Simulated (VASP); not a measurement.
Here is a VASP 6.6.1 calculation.

File INCAR:

```
ALGO     = Normal         # electronic algorithm
EDIFF    = 1E-6           # SCF threshold, eV
ENCUT    = 520            # plane-wave cutoff, eV
GGA      = PS             # functional
ISIF     = 2              # what is computed and relaxed
ISMEAR   = 0              # smearing method
LASPH    = T              # aspherical terms in the spheres
LCHARG   = F              # write CHGCAR
LREAL    = F              # projectors in reciprocal space
LWAVE    = F              # write WAVECAR
NBANDS   = 26             # bands
NELM     = 100            # most SCF steps
PREC     = Accurate       # precision mode
SIGMA    = 0.05           # smearing width, eV
```

KPOINTS

```
k-points
0
Gamma
  6 6 6
```

File POSCAR:

```
AlN
1.0
    4.3771405283      0.0000000000      0.0000000000
    0.0000000000     -4.3771405283      0.0000000000
    0.0000000000      0.0000000000     -4.3771405283
Al N
4 4
Direct
   -0.0203547165     -0.0287859161     -0.0203547165
    0.5000000000      0.5000000000      0.0000000000
    0.5000000000      0.0000000000      0.5000000000
    0.0000000000      0.5000000000      0.5000000000
    0.7500000000      0.7500000000      0.7500000000
    0.2500000000      0.2500000000      0.7500000000
    0.2500000000      0.7500000000      0.2500000000
    0.7500000000      0.2500000000      0.2500000000
```

Potentials or basis: VASP PAW PBE potentials, release 64 (Al, N).

The run is started by

```bash
$ cat potpaw_PBE.64/Al/POTCAR potpaw_PBE.64/N/POTCAR > POTCAR
$ mpirun -np 1 vasp_std > vasp.out
```

Q: Predict the pressure.

A: 1.4 GPa.

Q: What does it give for the largest force?

A: 4.892 eV/Å.

Q: Estimate the band gap on the k mesh.

A: 2.76 eV.

Stress tensor (GPa, compression positive):
```
 1.61 -2.69 -3.11
-2.69  1.07  2.69
-3.11  2.69  1.61
```

Caveat: the cell differs from its parent crystal (atom 1 (Al) moved by -0.126 Å along [1 1 0] and +0.126 Å along [0 0 1]); the PAW data sets were made with another functional, which shifts forces and pressure a little. A k mesh can miss the band edges.
